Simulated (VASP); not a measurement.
Here is a VASP 6.6.1 calculation.

INCAR

```
PREC     = Accurate       # precision mode
ENCUT    = 600            # plane-wave cutoff, eV
EDIFF    = 1E-6           # SCF threshold, eV
ISMEAR   = 0              # smearing method
SIGMA    = 0.01           # smearing width, eV
LREAL    = F              # projectors in reciprocal space
LASPH    = T              # aspherical terms in the spheres
NELM     = 120            # most SCF steps
ALGO     = Normal         # electronic algorithm
ISIF     = 2              # what is computed and relaxed
LWAVE    = F              # write WAVECAR
LCHARG   = T              # write CHGCAR
GGA      = PE             # functional
LELF     = T              # ELF
LVHAR    = T            
NBANDS   = 16             # bands
GGA_COMPAT= F
```

File KPOINTS:

```
regular mesh
0
Gamma
  12 12 6
```

File POSCAR:

```
BN
1.0
    2.5569596282      0.0000000000      0.0000000000
   -1.2784798141      2.2143919904      0.0000000000
    0.0000000000      0.0000000000      4.2337040531
B N
2 2
Direct
    0.6666666667      0.3333333333      0.0000000000
    0.3333333333      0.6666666667      0.5000000000
    0.6666666667      0.3333333333      0.3750000000
    0.3333333333      0.6666666667      0.8750000000
```

Potentials or basis: VASP PAW PBE potentials, release 64 (B, N).

The run is started by

```sh
$ cat potpaw_PBE.64/B/POTCAR potpaw_PBE.64/N/POTCAR > POTCAR
$ mpirun -np 1 vasp_std > vasp.out
```

(1) Estimate the pressure.

(2) What does it give for the largest force?

Results:

(1) -1.5 GPa.

(2) 0.035 eV/Å.
